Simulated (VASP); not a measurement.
**Ir: single point with PBE**

Ir:

```
CELL_PARAMETERS angstrom
2.75138 0.00000 0.00000
-1.37569 2.38276 0.00000
0.00000 0.00000 4.46229
ATOMIC_POSITIONS crystal
Ir 0.66667 0.33333 0.75000
Ir 0.33333 0.66667 0.25000
```

| Quantity | Value |
| --- | --- |
| Program | VASP 6.6.1 |
| Task | single point |
| Functional | PBE |
| Potentials or basis | VASP PAW PBE potentials, release 64 (Ir) |
| Cutoff | 520 eV |
| k mesh | 24 × 24 × 12 |
| Occupations | gaussian, width 0.15 eV |
| Spin | no spin polarisation |

- Pressure: -0.9 GPa
- Band gap on the k mesh: zero (band 9 reaches 10.86 eV, above the bottom of band 10 at 7.71 eV)

Stress tensor (GPa, compression positive):
```
-0.99  0.00  0.00
 0.00 -0.99  0.00
 0.00  0.00 -0.86
```

Levels at points of the mesh, in eV from the Fermi level:
```csv
k point,band 7,band 8,band 9,band 10,band 11,band 12
"(0.00, 0.00, 0.00)",-3.04,-2.27,-2.27,-0.74,0.25,0.25
"(0.50, 0.00, 0.00)",-2.86,0.66,0.91,1.06,2.83,4.25
"(0.00, 0.00, 0.50)",-3.78,-3.78,-0.46,-0.46,-0.46,-0.46
"(0.50, 0.00, 0.50)",-0.91,-0.91,0.90,0.90,1.96,1.96
```

Wall time 3.4 min on 1 thread of Intel(R) Xeon(R) Platinum 8259CL CPU @ 2.50GHz (Skylake/Cascade Lake), with other jobs on the host, peak memory 0.28 GiB.

Caveat: spin-orbit coupling is left out, which moves the levels of the heavy elements.
